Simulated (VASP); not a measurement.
# Nb2B3C (P4/mmm) in VASP: a series of runs

Nb2B3C is run at these levels: PBE; tasks: single point.

Program: VASP 6.6.1. These are calculated values, not measurements. Logs are shortened: lines on timing, memory, paths and dates and some standing lists are left out, and cuts for length are marked.

### Step 1. The cell of the first run

Symmetry: P4/mmm, No. 123, tetragonal system. The conventional cell has a = 3.096 Å, b = 3.096 Å, c = 8.031 Å, α = 90.00°, β = 90.00°, γ = 90.00°. Nb (site symmetry 4/mmm) has 12 B at 2.19 to 2.71 Å within 2.9 Å. Within 2.9 Å of Nb (site symmetry 4/mmm) lie 4 C at 2.19 Å and 2 B at 2.41 Å. Within 2.1 Å of B (site symmetry 4/mmm) lie 2 B at 1.61 Å. Within 2.1 Å of B (site symmetry 4mm) lie 1 B at 1.61 Å. Within 2.9 Å of C (site symmetry 4/mmm) lie 4 Nb at 2.19 Å.

The cell was built from a structure type or drawn by symmetry, and may not be a known phase.

### Step 2. Single point, PBE

INCAR

```
SYSTEM = Nb2B3C
PREC     = Accurate       ! precision mode
ENCUT    = 520            ! plane-wave cutoff, eV
EDIFF    = 1E-6           ! SCF threshold, eV
ISMEAR   = 0              ! smearing method
SIGMA    = 0.1            ! smearing width, eV
LREAL    = .False.        ! projectors in reciprocal space
LASPH    = .True.         ! aspherical terms in the spheres
NELM     = 60             ! most SCF steps
ALGO     = Normal         ! electronic algorithm
ISIF     = 2              ! what is computed and relaxed
LWAVE    = .False.        ! write WAVECAR
LCHARG   = .False.        ! write CHGCAR
GGA      = PE             ! functional
NBANDS   = 28             ! bands
```

KPOINTS

```
regular mesh
0
Gamma
  6 6 4
  0 0 0
```

POSCAR

```
Nb2B3C
1.0
    3.0959231108      0.0000000000      0.0000000000
    0.0000000000      3.0959231108      0.0000000000
    0.0000000000      0.0000000000      8.0312913927
Nb B C
2 3 1
Direct
    0.0000000000      0.0000000000      0.5000000000
    0.5000000000      0.5000000000      0.0000000000
    0.5000000000      0.5000000000      0.5000000000
    0.5000000000      0.5000000000      0.6999464406
    0.5000000000      0.5000000000      0.3000535594
    0.0000000000      0.0000000000      0.0000000000
```

Potentials or basis: VASP PAW PBE potentials, release 64 (Nb_sv, B, C).

The run is started by

```
$ cat potpaw_PBE.64/Nb_sv/POTCAR potpaw_PBE.64/B/POTCAR potpaw_PBE.64/C/POTCAR > POTCAR
$ mpirun -np 1 vasp_std > vasp.out
```

OUTCAR:

```text
SYSTEM = Nb2B3C
   PREC = Accurate
   ENCUT = 520
   EDIFF = 1E-6
   ISMEAR = 0
   LREAL = .False.
   LASPH = .True.
   NELM = 60
   ISIF = 2
   GGA = PE

 ion  position               nearest neighbor table
   1  0.000  0.000  0.500-   3 2.19   3 2.19   3 2.19   3 2.19
   2  0.500  0.500  0.000-   6 2.19   6 2.19   6 2.19   6 2.19   4 2.41   5 2.41
   3  0.500  0.500  0.500-   4 1.61   5 1.61   1 2.19   1 2.19   1 2.19   1 2.19
   4  0.500  0.500  0.700-   3 1.61   2 2.41
   5  0.500  0.500  0.300-   3 1.61   2 2.41
   6  0.000  0.000  0.000-   2 2.19   2 2.19   2 2.19   2 2.19

  LATTYP: Found a simple tetragonal cell.
 ALAT       =     3.0959231108
 C/A-ratio  =     2.5941507929

  Lattice vectors:

 A1 = (   3.0959231108,   0.0000000000,   0.0000000000)
 A2 = (   0.0000000000,   3.0959231108,   0.0000000000)
 A3 = (   0.0000000000,   0.0000000000,   8.0312913927)

Analysis of symmetry for initial positions (statically):
=====================================================================
 Subroutine PRICEL returns:
 Original cell was already a primitive cell.

 Routine SETGRP: Setting up the symmetry group for a
 simple tetragonal supercell.

 Subroutine GETGRP returns: Found 16 space group operations
 (whereof 16 operations were pure point group operations)
 out of a pool of 16 trial point group operations.

The static configuration has the point symmetry D_4h.

Analysis of symmetry for dynamics (positions and initial velocities):
=====================================================================
 Subroutine PRICEL returns:
 Original cell was already a primitive cell.

 Routine SETGRP: Setting up the symmetry group for a
 simple tetragonal supercell.

 Subroutine GETGRP returns: Found 16 space group operations
 (whereof 16 operations were pure point group operations)
 out of a pool of 16 trial point group operations.

The dynamic configuration has the point symmetry D_4h.

 Subroutine INISYM returns: Found 16 space group operations
 (whereof 16 operations are pure point group operations),
 and found     1 'primitive' translations

----------------------------------------------------------------------------------------

                                     Primitive cell

  volume of cell :      76.9778

  direct lattice vectors                    reciprocal lattice vectors
     3.095923111  0.000000000  0.000000000     0.323005438  0.000000000  0.000000000
     0.000000000  3.095923111  0.000000000     0.000000000  0.323005438  0.000000000
     0.000000000  0.000000000  8.031291393     0.000000000  0.000000000  0.124512977

  length of vectors
     3.095923111  3.095923111  8.031291393     0.323005438  0.323005438  0.124512977

  position of ions in fractional coordinates (direct lattice)
     0.000000000  0.000000000  0.500000000
     0.500000000  0.500000000  0.000000000
     0.500000000  0.500000000  0.500000000
     0.500000000  0.500000000  0.699946441
     0.500000000  0.500000000  0.300053559
     0.000000000  0.000000000  0.000000000

  ion indices of the primitive-cell ions
   primitive index   ion index
                 1           1
                 2           2
                 3           3
                 4           4
                 5           5
                 6           6

----------------------------------------------------------------------------------------

 KPOINTS: regular mesh

Automatic generation of k-mesh.
 Grid dimensions read from file:
 generate k-points for:    6    6    4

 Generating k-lattice:

  Cartesian coordinates                     Fractional coordinates (reciprocal lattice)
     0.053834240  0.000000000  0.000000000     0.166666667  0.000000000  0.000000000
     0.000000000  0.053834240  0.000000000     0.000000000  0.166666667  0.000000000
     0.000000000  0.000000000  0.031128244     0.000000000  0.000000000  0.250000000

  Length of vectors
     0.053834240  0.053834240  0.031128244

  Shift w.r.t. Gamma in fractional coordinates (k-lattice)
     0.000000000  0.000000000  0.000000000

 Subroutine IBZKPT returns following result:
 ===========================================

 Found     30 irreducible k-points:

 Following reciprocal coordinates:
            Coordinates               Weight
  0.000000  0.000000  0.000000      1.000000
  0.166667  0.000000  0.000000      4.000000
  0.333333  0.000000  0.000000      4.000000
  0.500000  0.000000  0.000000      2.000000
  0.166667  0.166667  0.000000      4.000000
  0.333333  0.166667  0.000000      8.000000
[... 16 lines left out ...]
  0.333333  0.000000  0.500000      4.000000
  0.500000  0.000000  0.500000      2.000000
 [... further k-points ...]
   k-points           NKPTS =     30   k-points in BZ     NKDIM =     30   number of bands    NBANDS=     28
   number of dos      NEDOS =    301   number of ions     NIONS =      6
   total plane-waves  NPLWV =  34560
   dimension x,y,z NGX =    24 NGY =   24 NGZ =   60
   dimension x,y,z NGXF=    48 NGYF=   48 NGZF=  120
   ions per type =               2   3   1
   NGX,Y,Z   is equivalent  to a cutoff of  12.89, 12.89, 12.42 a.u.
   NGXF,Y,Z  is equivalent  to a cutoff of  25.78, 25.78, 24.84 a.u.
 SYSTEM =  Nb2B3C
   PREC   = accura    normal or accurate (medium, high low for compatibility)
   ISTART =      0    job   : 0-new  1-cont  2-samecut
   ICHARG =      2    charge: 1-file 2-atom 10-const
   ISPIN  =      1    spin polarized calculation?
   LNONCOLLINEAR =      F non collinear calculations
   LSORBIT =      F    spin-orbit coupling
   LASPH  =      T    aspherical Exc in radial PAW
   ENCUT  =  520.0 eV  38.22 Ry    6.18 a.u.   5.76  5.76 14.93*2*pi/ulx,y,z
   NELM   =     60;   NELMIN=  2; NELMDL= -5     # of ELM steps
   EDIFF  = 0.1E-05   stopping-criterion for ELM
   LREAL  =      F    real-space projection
   EDIFFG = 0.1E-04   stopping-criterion for IOM
   NSW    =      0    number of steps for IOM
   IBRION =     -1    ionic relax: 0-MD 1-quasi-New 2-CG
   NFREE  =      0    steps in history (QN), initial steepest desc. (CG)
   ISIF   =      2    stress and relaxation
   ISYM   =      2    0-nonsym 1-usesym 2-fastsym
   POTIM  = 0.5000    time-step for ionic-motion
   TEBEG  =    0.0;   TEEND  =   0.0 temperature during run
   PSTRESS=    0.0 pullay stress
   NELECT =      39.0000    total number of electrons
   NUPDOWN=      -1.0000    fix difference up-down
   EMIN   =  10.00;   EMAX   =-10.00  energy-range for DOS
   EFERMI =   0.00;   METHOD = LEGACY
   ISMEAR =     0;   SIGMA  =   0.10  broadening in eV -4-tet -1-fermi 0-gaus
   EFERMI_NEDOS =   21; number of points for ismear=-14 and -15
   IALGO  =     38    algorithm
   IMIX   =      4    mixing-type and parameters
     AMIX     =   0.40;   BMIX     =  1.00
     AMIX_MAG =   1.60;   BMIX_MAG =  1.00
  volume/ion in A,a.u.               =      12.83        86.58
  Fermi-wavevector in a.u.,A,eV,Ry     =   1.305092  2.466266 23.174329  1.703265
  Thomas-Fermi vector in A             =   2.435984
   LORBIT       =      0    0 simple, 1 ext, 2 COOP (PROOUT), +10 PAW based schemes
   GGA     = PE    functional components
   LHFCALC =     F    Hartree Fock is set to
   AEXX    =    0.0000 exact exchange contribution
   IVDW    =     0    specifies the selected vdW correction
   LEPSILON=     F    determine dielectric tensor
   LRPA    =     F    only Hartree local field effects (RPA)
 non-spin polarized calculation
 Gauss-broadening in eV      SIGMA  =   0.10
  energy-cutoff  :      520.00
  volume of cell :       76.98
 maximum number of plane-waves:      2092
 NGX is ok and might be reduce to    24
   NGX = 11   NGY = 11   NGZ = 29

 number of electron      38.9999999 magnetization

 Free energy of the ion-electron system (eV)
  ---------------------------------------------------
  ext. energy  EPLUGINS =         0.00000000
  ---------------------------------------------------
  free energy    TOTEN  =       -45.78414476 eV

  energy without entropy =      -45.75969610  energy(sigma->0) =      -45.77192043

 E-fermi :   6.8702     XC(G=0): -11.2514

 val. band max:        6.8603651549   @ k =   0.1667   0.0000   0.2500
 cond. band min:       6.8804485315   @ k =   0.3333   0.0000   0.2500
 fundamental gap:      0.0200833767
 Fermi energy:         6.8701702486

 k-point     1 :       0.0000    0.0000    0.0000
  band No.  band energies     occupation
      1     -48.3024      2.00000
      2     -47.8850      2.00000
      3     -24.3314      2.00000
      4     -24.2455      2.00000
      5     -24.2455      2.00000
      6     -23.9659      2.00000
[... 20 lines left out ...]
     27       9.3529      0.00000
     28      13.1339      0.00000

 k-point     2 :       0.1667    0.0000    0.0000
  band No.  band energies     occupation
      1     -48.2909      2.00000
      2     -47.8738      2.00000
      3     -24.3859      2.00000
      4     -24.3155      2.00000
      5     -24.2267      2.00000
      6     -23.9530      2.00000
[... 20 lines left out ...]
     27      11.9007      0.00000
     28      12.1283      0.00000

 k-point     3 :       0.3333    0.0000    0.0000
  band No.  band energies     occupation
      1     -48.2677      2.00000
      2     -47.8515      2.00000
      3     -24.6574      2.00000
      4     -24.2834      2.00000
      5     -24.1889      2.00000
      6     -24.1063      2.00000
[... 20 lines left out ...]
     27      12.0195      0.00000
     28      12.0637      0.00000

 k-point     4 :       0.5000    0.0000    0.0000
  band No.  band energies     occupation
      1     -48.2561      2.00000
      2     -47.8402      2.00000
      3     -24.7888      2.00000
      4     -24.2673      2.00000
      5     -24.2344      2.00000
      6     -24.1698      2.00000
[... 578 lines left out ...]
     27      10.9996      0.00000
     28      11.9298      0.00000

 k-point    23 :       0.3333    0.0000    0.5000
  band No.  band energies     occupation
      1     -48.2677      2.00000
      2     -47.8515      2.00000
      3     -24.6574      2.00000
      4     -24.2835      2.00000
      5     -24.1889      2.00000
      6     -24.1062      2.00000
[... 20 lines left out ...]
     27      11.4391      0.00000
     28      12.5980      0.00000

 k-point    24 :       0.5000    0.0000    0.5000
  band No.  band energies     occupation
      1     -48.2561      2.00000
      2     -47.8402      2.00000
      3     -24.7889      2.00000
      4     -24.2678      2.00000
      5     -24.2339      2.00000
      6     -24.1698      2.00000
[... 20 lines left out ...]
     27      11.9073      0.00000
     28      13.1286      0.00000

 [... further k-points ...]

------------------------ aborting loop because EDIFF is reached ----------------------------------------

  FORCE on cell =-STRESS in cart. coord.  units (eV):
  Direction    XX          YY          ZZ          XY          YZ          ZX
  --------------------------------------------------------------------------------------
  -------------------------------------------------------------------------------------
  Total       -0.1144588     -0.1144588      0.0024245      0.0000000      0.0000000      0.0000000
  in kB       -2.3822878     -2.3822878      0.0504628      0.0000000      0.0000000      0.0000000
  external PRESSURE =      -1.5713709 kB  Pullay stress =       0.0000000 kB

 VOLUME and BASIS-vectors are now :
 -----------------------------------------------------------------------------
  energy-cutoff  :      520.00
  volume of cell :       76.98
      direct lattice vectors                 reciprocal lattice vectors
     3.095923111  0.000000000  0.000000000     0.323005438  0.000000000  0.000000000
     0.000000000  3.095923111  0.000000000     0.000000000  0.323005438  0.000000000
     0.000000000  0.000000000  8.031291393     0.000000000  0.000000000  0.124512977

 POSITION                                       TOTAL-FORCE (eV/Angst)
 -----------------------------------------------------------------------------------
      0.00000      0.00000      4.01565         0.000000      0.000000      0.000000
      1.54796      1.54796      0.00000         0.000000      0.000000      0.000000
      1.54796      1.54796      4.01565         0.000000      0.000000      0.000000
      1.54796      1.54796      5.62147        -0.000000     -0.000000      0.021433
      1.54796      1.54796      2.40982         0.000000     -0.000000     -0.021433
      0.00000      0.00000      0.00000         0.000000      0.000000      0.000000
 -----------------------------------------------------------------------------------
    total drift:                                0.000000     -0.000000     -0.000000

  FREE ENERGIE OF THE ION-ELECTRON SYSTEM (eV)
  ---------------------------------------------------
  free  energy   TOTEN  =       -45.7841447599 eV

  energy  without entropy=      -45.7596960963  energy(sigma->0) =      -45.77192043
```

Run time: 28 s. Hardware: 1 thread of Intel Xeon 6975P-C (Granite Rapids), shared host; peak memory 0.2 GiB.

Results:

| Item | Value |
| --- | --- |
| Free energy | -45.7841 eV |
| Pressure | -0.2 GPa |
| Largest force | 0.021 eV/Å |
| Band gap on the k mesh | zero (an odd number of electrons rules out a gap without spin polarisation) |

Forces in eV/Å, atoms in the order of the input:
```
Nb   0.000  0.000  0.000
Nb   0.000  0.000  0.000
B    0.000  0.000  0.000
B    0.000  0.000  0.021
B    0.000  0.000 -0.021
C    0.000  0.000  0.000
```

### Step 3. Single point, PBE

This run uses another cell than the first one, of 13.88 Å³/atom.

INCAR

```
PREC = Accurate
ENCUT = 520
EDIFF = 1E-6
ISMEAR = 0
SIGMA = 0.1
LREAL = False
LASPH = True
NELM = 60
ALGO = Normal
ISIF = 2
LWAVE = False
LCHARG = False
GGA = PE
NBANDS = 28
```

KPOINTS

```
regular mesh
0
Gamma
  6 6 4
```

POSCAR

```
Nb2B3C
1.0
    3.4424538300      0.0000000000      0.0000000000
    0.0000000000      3.4424538300      0.0000000000
    0.0000000000      0.0000000000      7.0256785300
Nb B C
2 3 1
Direct
    0.0000000000      0.0000000000      0.5000000000
    0.5000000000      0.5000000000      0.0000000000
    0.5000000000      0.5000000000      0.5000000000
    0.5000000000      0.5000000000      0.7352805700
    0.5000000000      0.5000000000      0.2647194300
    0.0000000000      0.0000000000      0.0000000000
```

Potentials or basis: VASP PAW PBE potentials, release 64 (Nb_sv, B, C).

The run is started by

```
$ cat potpaw_PBE.64/Nb_sv/POTCAR potpaw_PBE.64/B/POTCAR potpaw_PBE.64/C/POTCAR > POTCAR
$ mpirun -np 1 vasp_std > vasp.out
```

It took 42 s on 1 thread of Intel Xeon 6975P-C (Granite Rapids), shared host; peak memory 0.22 GiB.

The run converged. Its results:

| Quantity | Value |
| --- | --- |
| Free energy | -41.5213 eV |
| Pressure | -10.3 GPa |
| Largest force | 6.669 eV/Å |
| Band gap on the k mesh | zero (an odd number of electrons rules out a gap without spin polarisation) |

Forces on the atoms (eV/Å):
```
Nb   0.000  0.000  0.000
Nb   0.000  0.000  0.000
B    0.000  0.000  0.000
B    0.000  0.000 -6.669
B    0.000  0.000  6.669
C    0.000  0.000  0.000
```

Stress tensor (GPa, compression positive):
```
-28.53   0.00   0.00
  0.00 -28.53   0.00
  0.00   0.00  26.18
```

Levels at points of the mesh, in eV from the Fermi level:
```
           k point  band 17  band 18  band 19  band 20  band 21  band 22
(0.00, 0.00, 0.00)    -0.76    -0.76    -0.62    -0.17     0.54     0.54
(0.50, 0.00, 0.00)    -2.40    -0.74    -0.60     0.54     0.82     1.40
(0.50, 0.50, 0.00)    -1.15    -1.15    -0.27     0.17     0.17     0.51
(0.00, 0.00, 0.50)    -0.67    -0.58    -0.58     0.64     0.64     0.70
(0.50, 0.00, 0.50)    -2.41    -0.95    -0.80     0.03     0.85     0.93
(0.50, 0.50, 0.50)    -1.00    -0.81    -0.81    -0.31    -0.31    -0.27
```

Caveat: the cell stands under tension; forces of over 1 eV/Å act on the atoms, so gaps and moduli don't describe the material at rest.
